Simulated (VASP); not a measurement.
# HfC (zincblende type): single point with PBE

Crystal: HfC (zincblende type).

```
Hf C
1.0
     0.00000    2.52168    2.52168
     2.52168    0.00000    2.52168
     2.52168    2.52168    0.00000
Hf C
1 1
Direct
  0.00000 0.00000 0.00000
  0.25000 0.25000 0.25000
```

```yaml
Program: VASP 6.6.1
Task: single point
Functional: PBE
Potentials_or_basis: VASP PAW PBE potentials, release 64 (Hf_pv, C)
Cutoff: 520 eV
k_mesh: 13 × 13 × 13
Occupations: fermi-dirac, width 0.1 eV
Spin: no spin polarisation
```

- Pressure: -0.3 GPa
- Band gap on the k mesh: 0.46 eV, indirect (least direct gap 0.47 eV)

Levels at points of the mesh, in eV from the valence-band top:
| k point | band 5 | band 6 | band 7 | band 8 | band 9 | band 10 |
| --- | --- | --- | --- | --- | --- | --- |
| (0.00, 0.00, 0.00) | -2.18 | -2.18 | -2.18 | 3.32 | 3.68 | 3.68 |

It took 19 s on 1 thread of Intel(R) Xeon(R) Platinum 8488C (Sapphire Rapids), on a shared host, peak memory 0.18 GiB.

Caveat: spin-orbit coupling is left out, which moves the levels of the heavy elements. A k mesh can miss the band edges.
